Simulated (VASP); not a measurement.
A run of VASP 6.6.1 is set up as follows.

The input INCAR:

```
SYSTEM = TaN
PREC = Accurate ; ENCUT = 520
EDIFF = 1E-8 ; ISMEAR = -1
SIGMA = 0.02 ; LREAL = .FALSE.
LASPH = .TRUE. ; NELM = 120
ALGO = Normal ; ISIF = 2
LWAVE = .FALSE. ; LCHARG = .FALSE.
GGA = PE ; LEFG = .TRUE.
NBANDS = 16 ; GGA_COMPAT = .FALSE.
```

KPOINTS

```
regular mesh
0
G
  12 12 10
  0 0 0
```

The input POSCAR:

```
TaN
1.0
    2.9086188698      0.0000000000      0.0000000000
   -1.4543094349      2.5189378312      0.0000000000
    0.0000000000      0.0000000000      2.8830000000
Ta N
1 1
Direct
    0.3333333333      0.6666666667      0.5000000000
    0.0000000000      0.0000000000      0.0000000000
```

Potentials or basis: VASP PAW PBE potentials, release 64 (Ta_sv_GW, N).

The run is started by

```sh
$ cat potpaw_PBE.64/Ta_sv_GW/POTCAR potpaw_PBE.64/N/POTCAR > POTCAR
$ mpirun -np 1 vasp_std > vasp.out
```

(1) What does it give for the pressure?

(2) What does it give for the band gap on the k mesh?

## Answers

(1) 11.7 GPa.

(2) zero (bands 9 and 10 overlap by 0.46 eV).

Caveat: the cell differs from its parent crystal (equal xx and yy strain of -1 %); the cell stands under pressure; without QUAD_EFG the Cq values of the log hold for a quadrupole moment of 1 mb, not for the nuclei; spin-orbit coupling is left out, which moves the levels of the heavy elements.
